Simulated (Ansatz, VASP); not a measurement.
## ZrB2: VASP beside Ansatz

File POSCAR:

```
ZrB2
1.0
    3.1909939893      0.0000000000      0.0000000000
   -1.5954969947      2.7634813246      0.0000000000
    0.0000000000      0.0000000000      3.5563980329
Zr B
1 2
Direct
    0.0000000000      0.0000000000      0.0000000000
    0.3333333333      0.6666666667      0.5000000000
    0.6666666667      0.3333333333      0.5000000000
```

The input INCAR.step1:

```
SYSTEM = ZrB2
PREC     = Accurate       ! precision mode
ENCUT    = 520            ! plane-wave cutoff, eV
ISMEAR   = -1             ! smearing method
SIGMA    = 0.15           ! smearing width, eV
LREAL    = .False.        ! projectors in reciprocal space
LASPH    = .True.         ! aspherical terms in the spheres
NELM     = 60             ! most SCF steps
NBANDS   = 16             ! bands
GGA      = PE             ! functional
ALGO     = Normal         ! electronic algorithm
EDIFF    = 1E-4           ! SCF threshold, eV
LWAVE    = .True.         ! write WAVECAR
LCHARG   = .False.        ! write CHGCAR
```

INCAR.step2

```
SYSTEM = ZrB2
PREC     = Accurate       ! precision mode
ENCUT    = 520            ! plane-wave cutoff, eV
EDIFF    = 1E-7           ! SCF threshold, eV
ISMEAR   = -1             ! smearing method
SIGMA    = 0.15           ! smearing width, eV
LREAL    = .False.        ! projectors in reciprocal space
LASPH    = .True.         ! aspherical terms in the spheres
NELM     = 60             ! most SCF steps
ALGO     = Normal         ! electronic algorithm
ISIF     = 2              ! what is computed and relaxed
LWAVE    = .False.        ! write WAVECAR
LCHARG   = .False.        ! write CHGCAR
METAGGA  = R2SCAN         ! meta-GGA
LMIXTAU  = .True.       
IVDW     = 12             ! dispersion correction
VDW_S6   = 1.0          
VDW_S8   = 0.78981345   
VDW_A1   = 0.49484001   
VDW_A2   = 5.73083694   
NBANDS   = 16             ! bands
ISTART   = 1
```

The input KPOINTS:

```
Automatic mesh
0
Gamma
  10 10 8
  0 0 0
```

Input for Ansatz:

```yaml
crystal:
  lattice:
    - [3.190993989305558, 0.0, 0.0]
    - [-1.595496994652779, 2.763481324555378, 0.0]
    - [0.0, 0.0, 3.556398032875879]
  atoms:
    - { symbol: Zr, position: [0.0, 0.0, 0.0] }
    - { symbol: B, position: [0.3333333333333333, 0.6666666666666666, 0.5] }
    - { symbol: B, position: [0.6666666666666666, 0.3333333333333333, 0.5] }
basis:
  ecutwfc: 600.0
kpoints:
  mp_grid:
    grid: [10, 10, 8]
hamiltonian:
  xc: r2scan
  dispersion: d3bj
scf:
  occupations:
    method: fermi_dirac
    width: 0.15
output:
  stress: true
```

Alike in both runs: task single point; functional r2SCAN; dispersion D3(BJ); k mesh 10 × 10 × 8; occupations fermi-dirac, width 0.15 eV; no spin polarisation.

|  | VASP | Ansatz |
| --- | --- | --- |
| version | VASP 6.6.1 | Ansatz 0.2.0 |
| potentials or method | VASP PAW PBE potentials, release 64 (Zr_sv, B), cutoff 520 eV | plane waves, PAW |
| valence electrons in the cell | 18 | 18 |

VASP gave:

| Quantity | Value |
| --- | --- |
| pressure (GPa) | -6.6 |
| traceless stress, the component that is largest in VASP (GPa) | 1.61 |

Question: Estimate Ansatz's values.

Answer: Pressure (GPa): -6.7; traceless stress, the component that is largest in VASP (GPa): 1.60.

VASP's potentials were made for PBE, not for r2SCAN. Ansatz's warnings: dispersion damping borrowed.
